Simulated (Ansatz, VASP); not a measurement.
# Two plane-wave programs on Sn

```xyz
2
Lattice="0.0000 3.3926 3.3926 3.3926 0.0000 3.3926 3.3926 3.3926 0.0000" Properties=species:S:1:pos:R:3 pbc="T T T"
Sn    0.0000    0.0000    0.0000
Sn    1.6963    1.6963    1.6963
```

Alike in both runs: task single point; functional PBE; k mesh 12 × 12 × 12; occupations gaussian, width 0.1 eV; no spin polarisation.

|  | VASP | Ansatz |
| --- | --- | --- |
| version | VASP 6.6.1 | Ansatz 0.2.0 |
| potentials or method | VASP PAW PBE potentials, release 64 (Sn_d), cutoff 520 eV | scalar-relativistic, plane waves, PAW |
| valence electrons in the cell | 28 | 28 |

```csv
,VASP,Ansatz,Ansatz less VASP
gap on the k mesh at the Fermi level (eV),none,none,-
pressure (GPa),-1.8,-1.8,+0.04
```

A gap of «none» marks a metal or a gap that the smearing closes.
